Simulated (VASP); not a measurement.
Input of a VASP 6.6.1 run:

INCAR

```
PREC     = Accurate       # precision mode
ENCUT    = 520            # plane-wave cutoff, eV
EDIFF    = 1E-6           # SCF threshold, eV
ISMEAR   = 0              # smearing method
SIGMA    = 0.02           # smearing width, eV
LREAL    = False          # projectors in reciprocal space
LASPH    = True           # aspherical terms in the spheres
NELM     = 80             # most SCF steps
ALGO     = Normal         # electronic algorithm
ISIF     = 2              # what is computed and relaxed
LWAVE    = False          # write WAVECAR
LCHARG   = False          # write CHGCAR
GGA      = PE             # functional
NBANDS   = 11             # bands
```

KPOINTS

```
regular mesh
0
Gamma
  12 12 12
```

Contents of POSCAR:

```
C
1.0
    0.0000000000      2.1270000000      3.3480000000
    1.2280000000      0.0000000000      3.3480000000
    1.2280000000      2.1270000000      0.0000000000
C
2
Direct
    0.1666700000      0.8333300000      0.1666700000
    0.8333300000      0.1666700000      0.8333300000
```

Potentials or basis: VASP PAW PBE potentials, release 64 (C).

Run with:

```bash
$ cat potpaw_PBE.64/C/POTCAR > POTCAR
$ mpirun -np 1 vasp_std > vasp.out
```

Q: Predict the pressure.

A: 5.0 GPa.

Q: Estimate the largest force.

A: 0.008 eV/Å.

Forces on the atoms (eV/Å):
```
C    0.000  0.008  0.000
C    0.000 -0.008  0.000
```

Caveat: the cell stands under pressure; this functional lacks dispersion, which binds layers or chains, so the pressure and a relaxed spacing across them are unreliable.
